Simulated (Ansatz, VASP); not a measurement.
**One calculation of Bi, two programs**

The input INCAR:

```
SYSTEM = Bi
  ALGO = Normal
  EDIFF = 1E-6
  EDIFFG = -0.005
  ENCUT = 600
  GGA = PE
  IBRION = 2
  ISIF = 3
  ISMEAR = -1
  LASPH = .True.
  LCHARG = .False.
  LREAL = .False.
  LWAVE = .False.
  NELM = 100
  NSW = 100
  PREC = Accurate
  SIGMA = 0.08
```

KPOINTS

```
k-points
0
Gamma
  13 13 13
  0 0 0
```

POSCAR

```
Bi
1.0
   -1.8071954762      1.8071954762      1.8071954762
    1.8071954762     -1.8071954762      1.8071954762
    1.8071954762      1.8071954762     -1.8071954762
Bi
1
Direct
    0.0000000000      0.0000000000      0.0000000000
```

Input for Ansatz:

```yaml
crystal:
  lattice:
    - [-1.8071954762, 1.8071954762, 1.8071954762]
    - [1.8071954762, -1.8071954762, 1.8071954762]
    - [1.8071954762, 1.8071954762, -1.8071954762]
  atoms:
    - { symbol: Bi, position: [0.0, 0.0, 0.0] }
kpoints:
  mp_grid: { grid: [13, 13, 13] }
scf:
  occupations: { method: fermi_dirac, width: 0.08 }
hamiltonian:
  xc: pbe
  pseudopotentials: { kind: paw }
output:
  forces: true
  stress: true
relax:
  f_tol: 0.005
  max_steps: 80
  cell: {}
```

Alike in both runs: task relaxation of cell and atoms; functional PBE; k mesh 13 × 13 × 13; occupations fermi-dirac, width 0.08 eV; no spin polarisation.

|  | VASP | Ansatz |
| --- | --- | --- |
| version | VASP 6.6.1 | Ansatz 0.2.0 |
| potentials or method | VASP PAW PBE potentials, release 64 (Bi_d) | PAW with Ansatz's default frozen-core files, scalar-relativistic |
| plane-wave cutoff (eV) | 600 | 420 |
| valence electrons in the cell | 15 | 15 |

```tsv
	VASP	Ansatz	Ansatz less VASP
relaxed volume (Å³/atom)	31.65	31.66	+0.012
relaxed cell length with the largest relative difference (Å)	3.451	3.452	+0.0004
```

Spin-orbit coupling is off throughout. Noted on VASP's run: the volume moved by over 15 % at a fixed basis, so the end points are rough.
